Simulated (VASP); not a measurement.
# NbSi (Pm-3m) in VASP: further runs, part 2 of 2

VASP 6.6.1. Earlier steps stand in the parts before.

## Step 3: Single point, PBE-based screened hybrid with 25 % exact exchange

The input, POSCAR:

```
NbSi
1.0
    3.1564400000      0.0000000000      0.0000000000
    0.0000000000      3.1564400000      0.0000000000
    0.0000000000      0.0000000000      3.1564400000
Nb Si
1 1
Direct
    0.0000000000      0.0000000000      0.0000000000
    0.5000000000      0.5000000000      0.5000000000
```

The input, INCAR.step1:

```
SYSTEM = NbSi
PREC = Accurate ; ENCUT = 520
EDIFF = 1E-5 ; ISMEAR = -1
SIGMA = 0.05 ; LREAL = .FALSE.
LASPH = .TRUE. ; NELM = 80
ALGO = Normal ; ISIF = 2
LWAVE = .TRUE. ; LCHARG = .FALSE.
NBANDS = 16 ; GGA = PE
```

The input, INCAR.step2:

```
SYSTEM = NbSi
PREC = Accurate ; ENCUT = 520
EDIFF = 1E-6 ; ISMEAR = -1
SIGMA = 0.05 ; LREAL = .FALSE.
LASPH = .TRUE. ; NELM = 80
ALGO = Normal ; ISIF = 2
LWAVE = .FALSE. ; LCHARG = .FALSE.
GGA = PE ; LHFCALC = .TRUE.
AEXX = 0.25 ; HFSCREEN = 0.4
PRECFOCK = Normal ; NBANDS = 16
ISTART = 1
```

The input, KPOINTS:

```
Automatic mesh
0
G
  4 4 4
  0 0 0
```

Potentials or basis: VASP PAW PBE potentials, release 64 (Nb_sv, Si).

The run is started by

```bash
> cat potpaw_PBE.64/Nb_sv/POTCAR potpaw_PBE.64/Si/POTCAR > POTCAR
> cp INCAR.step1 INCAR
> mpirun -np 1 vasp_std > vasp.out
> cp INCAR.step2 INCAR
> mpirun -np 1 vasp_std > vasp.out
```

OUTCAR:

```text
SYSTEM = NbSi
   PREC = Accurate
   ENCUT = 520
   EDIFF = 1E-6
   ISMEAR = -1
   LREAL = .FALSE.
   LASPH = .TRUE.
   NELM = 80
   ISIF = 2
   GGA = PE
   LHFCALC = .TRUE.
   AEXX = 0.25
   HFSCREEN = 0.4
   PRECFOCK = Normal
   ISTART = 1

 ion  position               nearest neighbor table
   1  0.000  0.000  0.000-   2 2.73   2 2.73   2 2.73   2 2.73   2 2.73   2 2.73   2 2.73   2 2.73

   2  0.500  0.500  0.500-   1 2.73   1 2.73   1 2.73   1 2.73   1 2.73   1 2.73   1 2.73   1 2.73

  LATTYP: Found a simple cubic cell.
 ALAT       =     3.1564400000

  Lattice vectors:

 A1 = (   3.1564400000,   0.0000000000,   0.0000000000)
 A2 = (   0.0000000000,   3.1564400000,   0.0000000000)
 A3 = (   0.0000000000,   0.0000000000,   3.1564400000)

Analysis of symmetry for initial positions (statically):
=====================================================================
 Subroutine PRICEL returns:
 Original cell was already a primitive cell.

 Routine SETGRP: Setting up the symmetry group for a
 simple cubic supercell.

 Subroutine GETGRP returns: Found 48 space group operations
 (whereof 48 operations were pure point group operations)
 out of a pool of 48 trial point group operations.

The static configuration has the point symmetry O_h .

Analysis of symmetry for dynamics (positions and initial velocities):
=====================================================================
 Subroutine PRICEL returns:
 Original cell was already a primitive cell.

 Routine SETGRP: Setting up the symmetry group for a
 simple cubic supercell.

 Subroutine GETGRP returns: Found 48 space group operations
 (whereof 48 operations were pure point group operations)
 out of a pool of 48 trial point group operations.

The dynamic configuration has the point symmetry O_h .

 Subroutine INISYM returns: Found 48 space group operations
 (whereof 48 operations are pure point group operations),
 and found     1 'primitive' translations

----------------------------------------------------------------------------------------

                                     Primitive cell

  volume of cell :      31.4480

  direct lattice vectors                    reciprocal lattice vectors
     3.156440000  0.000000000  0.000000000     0.316812612  0.000000000  0.000000000
     0.000000000  3.156440000  0.000000000     0.000000000  0.316812612  0.000000000
     0.000000000  0.000000000  3.156440000     0.000000000  0.000000000  0.316812612

  length of vectors
     3.156440000  3.156440000  3.156440000     0.316812612  0.316812612  0.316812612

  position of ions in fractional coordinates (direct lattice)
     0.000000000  0.000000000  0.000000000
     0.500000000  0.500000000  0.500000000

  ion indices of the primitive-cell ions
   primitive index   ion index
                 1           1
                 2           2

----------------------------------------------------------------------------------------

 KPOINTS: Automatic mesh

Automatic generation of k-mesh.
 Grid dimensions read from file:
[... 25 lines left out ...]
  0.250000  0.250000  0.000000     12.000000
  0.500000  0.250000  0.000000     12.000000
  0.500000  0.500000  0.000000      3.000000
  0.250000  0.250000  0.250000      8.000000
  0.500000  0.250000  0.250000     12.000000
  0.500000  0.500000  0.250000      6.000000
  0.500000  0.500000  0.500000      1.000000
   k-points           NKPTS =     10   k-points in BZ     NKDIM =     64   number of bands    NBANDS=     16
   number of dos      NEDOS =    301   number of ions     NIONS =      2
   total plane-waves  NPLWV =  13824
   dimension x,y,z NGX =    24 NGY =   24 NGZ =   24
   dimension x,y,z NGXF=    48 NGYF=   48 NGZF=   48
   ions per type =               1   1
   NGX,Y,Z   is equivalent  to a cutoff of  12.64, 12.64, 12.64 a.u.
   NGXF,Y,Z  is equivalent  to a cutoff of  25.28, 25.28, 25.28 a.u.
 SYSTEM =  NbSi
   PREC   = accura    normal or accurate (medium, high low for compatibility)
   ISTART =      1    job   : 0-new  1-cont  2-samecut
   ICHARG =      0    charge: 1-file 2-atom 10-const
   ISPIN  =      1    spin polarized calculation?
   LNONCOLLINEAR =      F non collinear calculations
   LSORBIT =      F    spin-orbit coupling
   LASPH  =      T    aspherical Exc in radial PAW
   ENCUT  =  520.0 eV  38.22 Ry    6.18 a.u.   5.87  5.87  5.87*2*pi/ulx,y,z
   NELM   =     80;   NELMIN=  2; NELMDL=  0     # of ELM steps
   EDIFF  = 0.1E-05   stopping-criterion for ELM
   LREAL  =      F    real-space projection
   EDIFFG = 0.1E-04   stopping-criterion for IOM
   NSW    =      0    number of steps for IOM
   IBRION =     -1    ionic relax: 0-MD 1-quasi-New 2-CG
   NFREE  =      0    steps in history (QN), initial steepest desc. (CG)
   ISIF   =      2    stress and relaxation
   ISYM   =      3    0-nonsym 1-usesym 2-fastsym
   POTIM  = 0.5000    time-step for ionic-motion
   TEBEG  =    0.0;   TEEND  =   0.0 temperature during run
   PSTRESS=    0.0 pullay stress
   NELECT =      17.0000    total number of electrons
   NUPDOWN=      -1.0000    fix difference up-down
   EMIN   =  10.00;   EMAX   =-10.00  energy-range for DOS
   EFERMI =   0.00;   METHOD = LEGACY
   ISMEAR =    -1;   SIGMA  =   0.05  broadening in eV -4-tet -1-fermi 0-gaus
   EFERMI_NEDOS =   21; number of points for ismear=-14 and -15
   IALGO  =     38    algorithm
   IMIX   =      1    mixing-type and parameters
     AMIX     =   0.40;   BMIX     =  1.00
     AMIX_MAG =   1.60;   BMIX_MAG =  1.00
  volume/ion in A,a.u.               =      15.72       106.11
  Fermi-wavevector in a.u.,A,eV,Ry     =   1.333604  2.520146 24.197961  1.778500
  Thomas-Fermi vector in A             =   2.462450
   LORBIT       =      0    0 simple, 1 ext, 2 COOP (PROOUT), +10 PAW based schemes
   GGA     = PE    functional components
   LHFCALC =     T    Hartree Fock is set to
   PRECFOCK=normal    Normal, Fast or Accurate (Low or Medium for compatibility)
   ENCUT4O =  -1.0   cutoff for four orbital integrals eV
   NKREDX  =     1    reduce k-point grid by
   NKREDY  =     1    reduce k-point grid by
   NKREDZ  =     1    reduce k-point grid by
   AEXX    =    0.2500 exact exchange contribution
   HFSCREEN=    0.4000 screening length (either q_TF or 0.3 A-1)
   HFSCREENC=   0.4000 screening length for correlation (either q_TF or 0.3 A-1)
   ENCUTFOCK=  -1.0 apply spherical cutoff to Coloumb kernel
   IVDW    =     0    specifies the selected vdW correction
   LEPSILON=     F    determine dielectric tensor
   LRPA    =     F    only Hartree local field effects (RPA)
 non-spin polarized calculation
  energy-cutoff  :      520.00
  volume of cell :       31.45
 maximum number of plane-waves:       856
 NGX is ok and might be reduce to    24
  NGX = 18; NGY = 18; NGZ = 18

 number of electron      17.0000003 magnetization

 Free energy of the ion-electron system (eV)
  ---------------------------------------------------
  ext. energy  EPLUGINS =         0.00000000
  ---------------------------------------------------
  free energy    TOTEN  =       -17.23420990 eV

  energy without entropy =      -17.20085365  energy(sigma->0) =      -17.21753177

 E-fermi :  11.1905     XC(G=0): -10.2013

 val. band max:       11.0843595379   @ k =   0.2500   0.0000   0.0000
 cond. band min:      11.2022404897   @ k =   0.2500   0.2500   0.0000
 fundamental gap:      0.1178809518
 Fermi energy:        11.1904521072

 k-point     1 :       0.0000    0.0000    0.0000
  band No.  band energies     occupation
      1     -46.9772      2.00000
      2     -21.4997      2.00000
      3     -21.4997      2.00000
      4     -21.4997      2.00000
      5      -1.0426      2.00000
      6       8.1760      2.00000
[... 167 lines left out ...]
      3     -21.8472      2.00000
      4     -21.8472      2.00000
      5       5.6068      2.00000
      6       5.6068      2.00000
[... 8 lines left out ...]
     15      20.1100      0.00000
     16      20.1100      0.00000

------------------------ aborting loop because EDIFF is reached ----------------------------------------

  FORCE on cell =-STRESS in cart. coord.  units (eV):
  Direction    XX          YY          ZZ          XY          YZ          ZX
  --------------------------------------------------------------------------------------
  -------------------------------------------------------------------------------------
  Total       -0.1337223     -0.1337223     -0.1337223     -0.0000000     -0.0000000     -0.0000000
  in kB       -6.8127403     -6.8127403     -6.8127403     -0.0000000     -0.0000000     -0.0000000
  external PRESSURE =      -6.8127403 kB  Pullay stress =       0.0000000 kB

 VOLUME and BASIS-vectors are now :
 -----------------------------------------------------------------------------
  energy-cutoff  :      520.00
  volume of cell :       31.45
      direct lattice vectors                 reciprocal lattice vectors
     3.156440000  0.000000000  0.000000000     0.316812612  0.000000000  0.000000000
     0.000000000  3.156440000  0.000000000     0.000000000  0.316812612  0.000000000
     0.000000000  0.000000000  3.156440000     0.000000000  0.000000000  0.316812612

 POSITION                                       TOTAL-FORCE (eV/Angst)
 -----------------------------------------------------------------------------------
      0.00000      0.00000      0.00000         0.000000      0.000000      0.000000
      1.57822      1.57822      1.57822         0.000000      0.000000      0.000000
 -----------------------------------------------------------------------------------
    total drift:                               -0.000003     -0.000003     -0.000003

  FREE ENERGIE OF THE ION-ELECTRON SYSTEM (eV)
  ---------------------------------------------------
  free  energy   TOTEN  =       -17.2342098958 eV

  energy  without entropy=      -17.2008536529  energy(sigma->0) =      -17.21753177
```

Wall time 4.4 min (1 thread of Intel Xeon Platinum 8259CL at 2.50GHz (Skylake/Cascade Lake), shared host); peak memory 0.25 GiB.

What came out:

```yaml
Free_energy: -17.2342 eV
Pressure: -0.7 GPa
Band_gap_on_the_k_mesh: zero (an odd number of electrons rules out a gap without spin polarisation)
```

Caveat: the k points lie up to 0.50 Å⁻¹ apart, too coarse for converged energies and pressures of a metal; the PAW data sets were made with another functional, which shifts forces and pressure a little.

## Step 4: Single point, PBE-based screened hybrid with 25 % exact exchange

POSCAR is that of step 3.

The input, INCAR.step1:

```
PREC     = Accurate       # precision mode
ENCUT    = 520            # plane-wave cutoff, eV
EDIFF    = 1E-5           # SCF threshold, eV
ISMEAR   = -1             # smearing method
SIGMA    = 0.05           # smearing width, eV
LREAL    = False          # projectors in reciprocal space
LASPH    = True           # aspherical terms in the spheres
NELM     = 100            # most SCF steps
ALGO     = Normal         # electronic algorithm
ISIF     = 2              # what is computed and relaxed
LWAVE    = True           # write WAVECAR
GGA      = PE             # functional
NBANDS   = 16             # bands
```

The input, INCAR.step2:

```
PREC     = Accurate       # precision mode
ENCUT    = 520            # plane-wave cutoff, eV
EDIFF    = 1E-6           # SCF threshold, eV
ISMEAR   = -1             # smearing method
SIGMA    = 0.05           # smearing width, eV
LREAL    = False          # projectors in reciprocal space
LASPH    = True           # aspherical terms in the spheres
NELM     = 100            # most SCF steps
ALGO     = Normal         # electronic algorithm
ISIF     = 2              # what is computed and relaxed
LWAVE    = False          # write WAVECAR
LCHARG   = True           # write CHGCAR
GGA      = PE             # functional
LHFCALC  = True           # exact exchange
AEXX     = 0.25           # exact-exchange fraction
HFSCREEN = 0.6            # screening, 1/A
PRECFOCK = Normal       
LELF     = True           # ELF
LVHAR    = True         
ISTART   = 1            
NBANDS   = 16             # bands
```

The input, KPOINTS:

```
Automatic mesh
0
Gamma
  4 4 4
```

The run is started by

```bash
> cat potpaw_PBE.64/Nb_sv/POTCAR potpaw_PBE.64/Si/POTCAR > POTCAR
> cp INCAR.step1 INCAR
> mpirun -np 1 vasp_std > vasp.out
> cp INCAR.step2 INCAR
> mpirun -np 1 vasp_std > vasp.out
```

It took 4.2 min on 1 thread of Intel Xeon Platinum 8259CL at 2.50GHz (Skylake/Cascade Lake), shared host; peak memory 0.24 GiB.

Results (log left out):

```yaml
Free_energy: -16.6578 eV
Pressure: 0.2 GPa
Band_gap_on_the_k_mesh: zero (an odd number of electrons rules out a gap without spin polarisation)
```

Levels at points of the mesh, in eV from the Fermi level:
```csv
k point,band 4,band 5,band 6,band 7,band 8,band 9,band 10,band 11,band 12,band 13
"(0.00, 0.00, 0.00)",-32.31,-11.83,-2.88,-2.88,2.45,2.45,2.45,2.53,2.53,2.53
"(0.50, 0.00, 0.00)",-32.26,-8.56,-6.72,-1.66,-1.12,-1.12,2.95,4.40,5.54,9.22
"(0.50, 0.50, 0.00)",-32.22,-8.52,-3.15,-3.15,-2.37,0.39,0.39,4.37,4.87,4.89
"(0.50, 0.50, 0.50)",-32.64,-5.40,-5.40,-5.40,-4.17,3.92,3.92,3.92,4.52,4.52
```

Caveat: the k points lie up to 0.50 Å⁻¹ apart, too coarse for converged energies and pressures of a metal; the PAW data sets were made with another functional, which shifts forces and pressure a little.

## Step 5: The runs side by side

```csv
screening parameter,gap on the mesh (eV),pressure (GPa)
0.3 1/Å,none,-1.2
0.4 1/Å,none,-0.7
0.6 1/Å,none,0.2
```

Alike in all rows: task single point; level PBE-based screened hybrid with 25 % exact exchange; potentials or basis VASP PAW PBE potentials, release 64 (Nb_sv, Si); no spin polarisation; cell as given; k mesh 4 × 4 × 4; cutoff (eV) 520; smearing fermi-dirac 0.05 eV.

Caveats: all runs use coarse meshes; the PAW data sets were made with another functional, which shifts forces and pressure a little.

Absolute energies hang on the potentials; compare differences alone.

The gap in the log of VASP goes by the Fermi energy; the results here count the filled bands.